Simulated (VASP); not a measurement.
Write the native input for VASP 6.6.1 that does the following.

- Task: single point
- Functional: r2SCAN
- Potentials or basis: VASP PAW PBE potentials, release 64 (K_sv, F)
- Cutoff: 520 eV
- k mesh: 8 × 8 × 8
- Occupations: gaussian, width 0.01 eV
- Spin: no spin polarisation
- Dipole correction: no
- Further INCAR settings: ALGO = Normal; EDIFF = 1e-07; NBANDS = 15

KF:

```
K F
1.0
    -0.02510    2.93540    2.93540
     2.93540   -0.02510    2.93540
     2.91030    2.91030    0.00000
K F
1 1
Direct
  0.99809 0.99809 0.00191
  0.25191 0.25191 0.24809
```

This cell differs from its parent crystal: shear xy strain -1.7%.

One way to write it, as run:

POSCAR

```
KF
1.0
   -0.0250976822      2.9354014298      2.9354014298
    2.9354014298     -0.0250976822      2.9354014298
    2.9103037476      2.9103037476      0.0000000000
K F
1 1
Direct
   -0.0019075938     -0.0019075938      0.0019075938
    0.2519075938      0.2519075938      0.2480924062
```

INCAR.step1

```
  PREC = Accurate
  ENCUT = 520
  ISMEAR = 0
  SIGMA = 0.01
  LREAL = False
  LASPH = True
  NELM = 100
  NBANDS = 15
  GGA = PE
  ALGO = Normal
  EDIFF = 1E-4
  LWAVE = True
  LCHARG = False
```

INCAR.step2

```
  PREC = Accurate
  ENCUT = 520
  EDIFF = 1E-7
  ISMEAR = 0
  SIGMA = 0.01
  LREAL = False
  LASPH = True
  NELM = 100
  ALGO = Normal
  ISIF = 2
  LWAVE = False
  LCHARG = False
  METAGGA = R2SCAN
  LMIXTAU = True
  NBANDS = 15
  ISTART = 1
```

KPOINTS

```
Automatic mesh
0
Gamma
  8 8 8
```

Potentials or basis: VASP PAW PBE potentials, release 64 (K_sv, F).

Command:

```bash
$ cat potpaw_PBE.64/K_sv/POTCAR potpaw_PBE.64/F/POTCAR > POTCAR
$ cp INCAR.step1 INCAR
$ mpirun -np 1 vasp_std > vasp.out
$ cp INCAR.step2 INCAR
$ mpirun -np 1 vasp_std > vasp.out
```

Results of the run:

The pressure is 0.0 GPa and the band gap on the k mesh is 5.74 eV, indirect (least direct gap 5.94 eV).

Caveat: the cell differs from its parent crystal (shear xy strain -1.7%); the PAW data sets were made with another functional, which shifts forces and pressure a little.

Run time: 3.2 min on 1 thread of Intel Xeon 6975P-C, on a shared host, peak memory 0.23 GiB.
